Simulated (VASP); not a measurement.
# ZnSe (v.bA) (F-43m) in VASP: single point with PBE

Aim: the single point of ZnSe (v.bA) with PBE.

All numbers are computed with VASP 6.6.1; they aren't measurements. Logs are shortened: lines on timing, memory, paths and dates and some standing lists are left out, and cuts for length are marked.

## 1. The cell of the first run

It takes space group F-43m (No. 216, cubic). The conventional cell has a = 5.733 Å, b = 5.733 Å, c = 5.733 Å, α = 90.00°, β = 90.00°, γ = 90.00°. Within 3.3 Å of Zn (site symmetry -43m) lie 4 Se at 2.48 Å. Se (site symmetry -43m) has 4 Zn at 2.48 Å within 3.3 Å.

## 2. Single point, PBE

The input, INCAR:

```
  PREC = Accurate
  ENCUT = 500
  EDIFF = 1E-6
  ISMEAR = 0
  SIGMA = 0.02
  LREAL = F
  LASPH = T
  NELM = 120
  ALGO = Normal
  ISIF = 2
  LWAVE = F
  LCHARG = T
  GGA = PE
  LELF = T
  LVHAR = T
  NBANDS = 16
  GGA_COMPAT = F
```

The input, KPOINTS:

```
Automatic mesh
0
Gamma
  8 8 8
```

The input, POSCAR:

```
ZnSe
1.0
    0.0000000000      2.8664716559      2.8664716559
    2.8664716559      0.0000000000      2.8664716559
    2.8664716559      2.8664716559      0.0000000000
Zn Se
1 1
Direct
    0.0000000000      0.0000000000      0.0000000000
    0.2500000000      0.2500000000      0.2500000000
```

Potentials or basis: VASP PAW PBE potentials, release 64 (Zn, Se).

Started as:

```console
$ cat potpaw_PBE.64/Zn/POTCAR potpaw_PBE.64/Se/POTCAR > POTCAR
$ mpirun -np 1 vasp_std > vasp.out
```

OUTCAR:

```text
PREC = Accurate
   ENCUT = 500
   EDIFF = 1E-6
   ISMEAR = 0
   LREAL = F
   LASPH = T
   NELM = 120
   ISIF = 2
   GGA = PE

 ion  position               nearest neighbor table
   1  0.000  0.000  0.000-   2 2.48   2 2.48   2 2.48   2 2.48
   2  0.250  0.250  0.250-   1 2.48   1 2.48   1 2.48   1 2.48

  LATTYP: Found a face centered cubic cell.
 ALAT       =     5.7329433118

  Lattice vectors:

 A1 = (   0.0000000000,   2.8664716559,   2.8664716559)
 A2 = (   2.8664716559,   0.0000000000,   2.8664716559)
 A3 = (   2.8664716559,   2.8664716559,   0.0000000000)

Analysis of symmetry for initial positions (statically):
=====================================================================
 Subroutine PRICEL returns:
 Original cell was already a primitive cell.

 Routine SETGRP: Setting up the symmetry group for a
 face centered cubic supercell.

 Subroutine GETGRP returns: Found 24 space group operations
 (whereof 24 operations were pure point group operations)
 out of a pool of 48 trial point group operations.

The static configuration has the point symmetry T_d .

Analysis of symmetry for dynamics (positions and initial velocities):
=====================================================================
 Subroutine PRICEL returns:
 Original cell was already a primitive cell.

 Routine SETGRP: Setting up the symmetry group for a
 face centered cubic supercell.

 Subroutine GETGRP returns: Found 24 space group operations
 (whereof 24 operations were pure point group operations)
 out of a pool of 48 trial point group operations.

The dynamic configuration has the point symmetry T_d .

 Subroutine INISYM returns: Found 24 space group operations
 (whereof 24 operations are pure point group operations),
 and found     1 'primitive' translations

----------------------------------------------------------------------------------------

                                     Primitive cell

  volume of cell :      47.1056

  direct lattice vectors                    reciprocal lattice vectors
     0.000000000  2.866471656  2.866471656    -0.174430471  0.174430471  0.174430471
     2.866471656  0.000000000  2.866471656     0.174430471 -0.174430471  0.174430471
     2.866471656  2.866471656  0.000000000     0.174430471  0.174430471 -0.174430471

  length of vectors
     4.053803092  4.053803092  4.053803092     0.302122438  0.302122438  0.302122438

  position of ions in fractional coordinates (direct lattice)
     0.000000000  0.000000000  0.000000000
     0.250000000  0.250000000  0.250000000

  ion indices of the primitive-cell ions
   primitive index   ion index
                 1           1
                 2           2

----------------------------------------------------------------------------------------

 KPOINTS: Automatic mesh

Automatic generation of k-mesh.
 Grid dimensions read from file:
 generate k-points for:    8    8    8

 Generating k-lattice:

  Cartesian coordinates                     Fractional coordinates (reciprocal lattice)
    -0.021803809  0.021803809  0.021803809     0.125000000  0.000000000  0.000000000
     0.021803809 -0.021803809  0.021803809     0.000000000  0.125000000  0.000000000
     0.021803809  0.021803809 -0.021803809     0.000000000  0.000000000  0.125000000

  Length of vectors
     0.037765305  0.037765305  0.037765305

  Shift w.r.t. Gamma in fractional coordinates (k-lattice)
     0.000000000  0.000000000  0.000000000

 Subroutine IBZKPT returns following result:
 ===========================================

 Found     29 irreducible k-points:

 Following reciprocal coordinates:
            Coordinates               Weight
  0.000000  0.000000  0.000000      1.000000
  0.125000  0.000000  0.000000      8.000000
  0.250000  0.000000  0.000000      8.000000
  0.375000  0.000000  0.000000      8.000000
  0.500000  0.000000  0.000000      4.000000
  0.125000  0.125000  0.000000      6.000000
[... 16 lines left out ...]
  0.500000  0.250000  0.125000     48.000000
 -0.375000  0.250000  0.125000     24.000000
 [... further k-points ...]
   k-points           NKPTS =     29   k-points in BZ     NKDIM =     29   number of bands    NBANDS=     16
   number of dos      NEDOS =    301   number of ions     NIONS =      2
   total plane-waves  NPLWV =  27000
   dimension x,y,z NGX =    30 NGY =   30 NGZ =   30
   dimension x,y,z NGXF=    60 NGYF=   60 NGZF=   60
   ions per type =               1   1
   NGX,Y,Z   is equivalent  to a cutoff of  12.30, 12.30, 12.30 a.u.
   NGXF,Y,Z  is equivalent  to a cutoff of  24.61, 24.61, 24.61 a.u.
 SYSTEM =  unknown system
   PREC   = accura    normal or accurate (medium, high low for compatibility)
   ISTART =      0    job   : 0-new  1-cont  2-samecut
   ICHARG =      2    charge: 1-file 2-atom 10-const
   ISPIN  =      1    spin polarized calculation?
   LNONCOLLINEAR =      F non collinear calculations
   LSORBIT =      F    spin-orbit coupling
   LASPH  =      T    aspherical Exc in radial PAW
   ENCUT  =  500.0 eV  36.75 Ry    6.06 a.u.   7.39  7.39  7.39*2*pi/ulx,y,z
   NELM   =    120;   NELMIN=  2; NELMDL= -5     # of ELM steps
   EDIFF  = 0.1E-05   stopping-criterion for ELM
   LREAL  =      F    real-space projection
   EDIFFG = 0.1E-04   stopping-criterion for IOM
   NSW    =      0    number of steps for IOM
   IBRION =     -1    ionic relax: 0-MD 1-quasi-New 2-CG
   NFREE  =      0    steps in history (QN), initial steepest desc. (CG)
   ISIF   =      2    stress and relaxation
   ISYM   =      2    0-nonsym 1-usesym 2-fastsym
   POTIM  = 0.5000    time-step for ionic-motion
   TEBEG  =    0.0;   TEEND  =   0.0 temperature during run
   PSTRESS=    0.0 pullay stress
   NELECT =      18.0000    total number of electrons
   NUPDOWN=      -1.0000    fix difference up-down
   EMIN   =  10.00;   EMAX   =-10.00  energy-range for DOS
   EFERMI =   0.00;   METHOD = LEGACY
   ISMEAR =     0;   SIGMA  =   0.02  broadening in eV -4-tet -1-fermi 0-gaus
   EFERMI_NEDOS =   21; number of points for ismear=-14 and -15
   IALGO  =     38    algorithm
   IMIX   =      4    mixing-type and parameters
     AMIX     =   0.40;   BMIX     =  1.00
     AMIX_MAG =   1.60;   BMIX_MAG =  1.00
  volume/ion in A,a.u.               =      23.55       158.94
  Fermi-wavevector in a.u.,A,eV,Ry     =   1.187977  2.244951 19.201756  1.411289
  Thomas-Fermi vector in A             =   2.324117
   LORBIT       =      0    0 simple, 1 ext, 2 COOP (PROOUT), +10 PAW based schemes
   GGA     = PE    functional components
   LHFCALC =     F    Hartree Fock is set to
   AEXX    =    0.0000 exact exchange contribution
   IVDW    =     0    specifies the selected vdW correction
   LEPSILON=     F    determine dielectric tensor
   LRPA    =     F    only Hartree local field effects (RPA)
 non-spin polarized calculation
 Gauss-broadening in eV      SIGMA  =   0.02
  energy-cutoff  :      500.00
  volume of cell :       47.11
 maximum number of plane-waves:      1243
 NGX is ok and might be reduce to    30
   NGX = 15   NGY = 15   NGZ = 15

 number of electron      18.0000017 magnetization

 Free energy of the ion-electron system (eV)
  ---------------------------------------------------
  ext. energy  EPLUGINS =         0.00000000
  ---------------------------------------------------
  free energy    TOTEN  =        -6.03233385 eV

  energy without entropy =       -6.03233385  energy(sigma->0) =       -6.03233385

 E-fermi :   1.4100     XC(G=0):  -9.1655

 val. band max:        1.3243260516   @ k =   0.0000   0.0000   0.0000
 cond. band min:       2.4776100591   @ k =   0.0000   0.0000   0.0000
 fundamental gap:      1.1532840075
 Fermi energy:         1.4099840701

 k-point     1 :       0.0000    0.0000    0.0000
  band No.  band energies     occupation
      1     -11.7202      2.00000
      2      -5.1026      2.00000
      3      -5.1026      2.00000
      4      -5.1026      2.00000
      5      -4.7633      2.00000
      6      -4.7633      2.00000
[... 8 lines left out ...]
     15      12.7125      0.00000
     16      12.7125      0.00000

 k-point     2 :       0.1250    0.0000    0.0000
  band No.  band energies     occupation
      1     -11.6261      2.00000
      2      -5.0937      2.00000
      3      -5.0880      2.00000
      4      -5.0880      2.00000
      5      -4.7645      2.00000
      6      -4.7645      2.00000
[... 8 lines left out ...]
     15      11.9588      0.00000
     16      11.9789      0.00000

 k-point     3 :       0.2500    0.0000    0.0000
  band No.  band energies     occupation
      1     -11.3827      2.00000
      2      -5.0558      2.00000
      3      -5.0558      2.00000
      4      -5.0355      2.00000
      5      -4.7631      2.00000
      6      -4.7631      2.00000
[... 8 lines left out ...]
     15      11.7229      0.00000
     16      11.9809      0.00000

 k-point     4 :       0.3750    0.0000    0.0000
  band No.  band energies     occupation
      1     -11.1112      2.00000
      2      -5.0299      2.00000
      3      -5.0299      2.00000
      4      -4.8489      2.00000
      5      -4.7534      2.00000
      6      -4.7534      2.00000
[... 8 lines left out ...]
     15      12.7906      0.00000
     16      12.7906      0.00000
[... 324 lines left out ...]
 k-point    22 :       0.3750    0.2500    0.1250
  band No.  band energies     occupation
      1     -11.1929      2.00000
      2      -5.0550      2.00000
      3      -5.0075      2.00000
      4      -4.9782      2.00000
      5      -4.7754      2.00000
      6      -4.7406      2.00000
[... 8 lines left out ...]
     15      13.4692      0.00000
     16      14.5832      0.00000

 k-point    23 :       0.5000    0.2500    0.1250
  band No.  band energies     occupation
      1     -10.9668      2.00000
      2      -5.0113      2.00000
      3      -4.9849      2.00000
      4      -4.8562      2.00000
      5      -4.7514      2.00000
      6      -4.6997      2.00000
[... 8 lines left out ...]
     15      13.7610      0.00000
     16      14.8811      0.00000

 k-point    24 :      -0.3750    0.2500    0.1250
  band No.  band energies     occupation
      1     -10.8667      2.00000
      2      -5.0043      2.00000
      3      -4.9723      2.00000
      4      -4.7902      2.00000
      5      -4.7563      2.00000
      6      -4.5698      2.00000
[... 8 lines left out ...]
     15      13.9454      0.00000
     16      14.7362      0.00000

 [... further k-points ...]

------------------------ aborting loop because EDIFF is reached ----------------------------------------

  FORCE on cell =-STRESS in cart. coord.  units (eV):
  Direction    XX          YY          ZZ          XY          YZ          ZX
  --------------------------------------------------------------------------------------
  -------------------------------------------------------------------------------------
  Total        0.0593332      0.0593332      0.0593332      0.0000000      0.0000000      0.0000000
  in kB        2.0180670      2.0180670      2.0180670      0.0000000      0.0000000      0.0000000
  external PRESSURE =       2.0180670 kB  Pullay stress =       0.0000000 kB

 VOLUME and BASIS-vectors are now :
 -----------------------------------------------------------------------------
  energy-cutoff  :      500.00
  volume of cell :       47.11
      direct lattice vectors                 reciprocal lattice vectors
     0.000000000  2.866471656  2.866471656    -0.174430471  0.174430471  0.174430471
     2.866471656  0.000000000  2.866471656     0.174430471 -0.174430471  0.174430471
     2.866471656  2.866471656  0.000000000     0.174430471  0.174430471 -0.174430471

 POSITION                                       TOTAL-FORCE (eV/Angst)
 -----------------------------------------------------------------------------------
      0.00000      0.00000      0.00000        -0.000000      0.000000     -0.000000
      1.43324      1.43324      1.43324         0.000000     -0.000000      0.000000
 -----------------------------------------------------------------------------------
    total drift:                               -0.000000     -0.000000     -0.000001

  FREE ENERGIE OF THE ION-ELECTRON SYSTEM (eV)
  ---------------------------------------------------
  free  energy   TOTEN  =        -6.0323338481 eV

  energy  without entropy=       -6.0323338481  energy(sigma->0) =       -6.03233385
```

Run time: 39 s. Hardware: 1 thread of Intel Xeon 8259CL, shared host; peak memory 0.18 GiB.

What came out:

```
Free energy            : -6.0323 eV
Pressure               : 0.2 GPa
Band gap on the k mesh : 1.15 eV, direct
```

Levels at points of the mesh, in eV from the valence-band top:
```csv
k point,band 5,band 6,band 7,band 8,band 9,band 10,band 11,band 12,band 13,band 14
"(0.00, 0.00, 0.00)",-6.09,-6.09,0.00,0.00,0.00,1.15,5.81,5.81,5.81,9.80
"(0.50, 0.00, 0.00)",-6.07,-5.94,-5.01,-0.82,-0.82,2.48,6.38,6.38,8.48,10.81
"(0.50, 0.50, 0.00)",-6.04,-5.92,-4.60,-2.06,-2.06,3.06,3.46,10.49,11.01,11.01
```
